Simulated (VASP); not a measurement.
Set up this calculation in VASP 6.6.1, as the native input.

- Task: single point
- Functional: LDA
- Potentials or basis: VASP PAW LDA potentials, release 64 (Ti_sv, Al)
- Cutoff: 520 eV
- k mesh: 21 × 21 × 12
- Occupations: gaussian, width 0.15 eV
- Spin: collinear spin, ferromagnetic start
- Starting moments: [0.125, 0.0] μB
- Fixed moment: 0.125 μB
- Dipole correction: no
- Further INCAR settings: ALGO = Normal; EDIFF = 1e-06; NBANDS = 18

The structure of TiAl lies in POSCAR:

```
TiAl
1.0
    2.7740235071      0.0000000000      0.0000000000
   -1.3870117535      2.4023748278      0.0000000000
    0.0000000000      0.0000000000      4.5280453252
Ti Al
1 1
Direct
    0.0000000000      0.0000000000      0.0000000000
    0.3333333333      0.6666666667      0.5000000000
```

These files were run (other wordings do the same):

INCAR

```
SYSTEM = TiAl
PREC = Accurate
ENCUT = 520
EDIFF = 1E-6
ISMEAR = 0
SIGMA = 0.15
LREAL = .FALSE.
LASPH = .TRUE.
NELM = 150
ALGO = Normal
ISIF = 2
LWAVE = .FALSE.
LCHARG = .FALSE.
ISPIN = 2
MAGMOM = 0.125 0
LORBIT = 11
NUPDOWN = 0.125
LMAXMIX = 4
GGA = CA
NBANDS = 18
```

KPOINTS

```
Automatic mesh
0
G
  21 21 12
  0 0 0
```

Potentials or basis: VASP PAW LDA potentials, release 64 (Ti_sv, Al).

Command:

```sh
$ cat potpaw_LDA.64/Ti_sv/POTCAR potpaw_LDA.64/Al/POTCAR > POTCAR
$ mpirun -np 1 vasp_std > vasp.out
```

It gave:

* Pressure: 5.3 GPa
* Net moment: 0.12 μB per cell
* Site moments: Ti +0.07; Al +0.00 μB
* Valence electrons inside the program's atomic spheres: Ti 10.41; Al 0.86

Caveat: the total moment is fixed, so each spin has its own Fermi level.

Wall time 8.7 min on 1 thread of Oxide Virtual Turin-like Processor, with other jobs on the host, peak memory 0.33 GiB.
